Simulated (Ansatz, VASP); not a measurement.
# Two plane-wave programs on ZnInGaO4

```xyz
7
Lattice="1.6390 0.9463 8.4948 -1.6390 0.9463 8.4948 0.0000 -1.8926 8.4948" Properties=species:S:1:pos:R:3 pbc="T T T"
Zn    0.0000    0.0000    5.5737
In    0.0000    0.0000    0.0719
Ga    0.0000    0.0000   20.0608
O     0.0000    0.0000    7.5156
O     0.0000    0.0000   18.1265
O     0.0000    0.0000    3.0898
O     0.0000    0.0000   22.0152
```

Alike in both runs: functional LDA; k mesh 9 × 9 × 9; occupations gaussian, width 0.02 eV; no spin polarisation.

Ansatz relaxed the structure, and its values are those at the end. VASP's run is a single point on that final structure, the one shown.

|  | VASP | Ansatz |
| --- | --- | --- |
| version | VASP 6.6.1 | Ansatz 0.2.0 |
| potentials or method | VASP PAW LDA potentials, release 64 (Zn, In_d, Ga_d, O), cutoff 520 eV | scalar-relativistic, plane waves, PAW |
| valence electrons in the cell | 62 | 62 |

|  | VASP | Ansatz | Ansatz less VASP |
| --- | --- | --- | --- |
| gap on the k mesh at the Fermi level (eV) | 1.33 | 1.32 | -0.011 |
| least direct gap on the mesh (eV) | 1.33 | 1.32 | -0.011 |
| pressure (GPa) | 1.3 | 0.0 | -1.28 |
| rms of the force components (eV/Å) | 0.008 | 0.000 | -0.0082 |

Ansatz warns that its potentials were made for another functional, while VASP's fit it. LDA's correlation is that of Perdew and Zunger in VASP and of Perdew and Wang (1992) in Ansatz.
